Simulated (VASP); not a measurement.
Set up this calculation in VASP 6.6.1, as the native input.

- Task: single point
- Functional: LDA
- Potentials or basis: VASP PAW LDA potentials, release 64 (C_h)
- Cutoff: 910 eV
- k mesh: 12 × 12 × 12
- Occupations: gaussian, width 0.05 eV
- Spin: no spin polarisation
- Dipole correction: no
- Second run: hard_potentials
- Further INCAR settings: ALGO = Normal; EDIFF = 1e-06; NBANDS = 11

The structure of C lies in POSCAR:

```
C
1.0
    0.0000000000      1.8010855087      1.8275720603
    1.6686527507      0.0000000000      1.8275720603
    1.6686527507      1.8010855087      0.0000000000
C
2
Direct
    0.5000000000      0.5000000000      0.5000000000
    0.7500000000      0.7500000000      0.7500000000
```

This cell differs from its parent crystal: strain +e along x and -e along y -0.0375, strain +e along z and -e/2 along x and y +0.0350.

One way to write it, as run:

INCAR

```
SYSTEM = C
PREC = Accurate ; ENCUT = 910
EDIFF = 1E-6 ; ISMEAR = 0
SIGMA = 0.05 ; LREAL = .False.
LASPH = .True. ; NELM = 120
ALGO = Normal ; ISIF = 2
LWAVE = .False. ; LCHARG = .False.
NBANDS = 11 ; GGA_COMPAT = .False.
```

KPOINTS

```
regular mesh
0
Gamma
  12 12 12
  0 0 0
```

Potentials or basis: VASP PAW LDA potentials, release 64 (C_h).

Run with:

```console
$ cat potpaw_LDA.64/C_h/POTCAR > POTCAR
$ mpirun -np 1 vasp_std > vasp.out
```

Results of the run:

The pressure is 1.9 GPa and the band gap on the k mesh is 2.12 eV, indirect (least direct gap 4.23 eV).

Caveat: the cell differs from its parent crystal (strain +e along x and -e along y -0.0375, strain +e along z and -e/2 along x and y +0.0350); the cutoff is under 1.25 times the usual one of these potentials, so pressure, stress and relaxed cells hold a basis-set (Pulay) error.

It took 52 s on 1 thread of Intel(R) Xeon(R) Platinum 8488C (Sapphire Rapids), with other jobs on the host, peak memory 0.16 GiB.
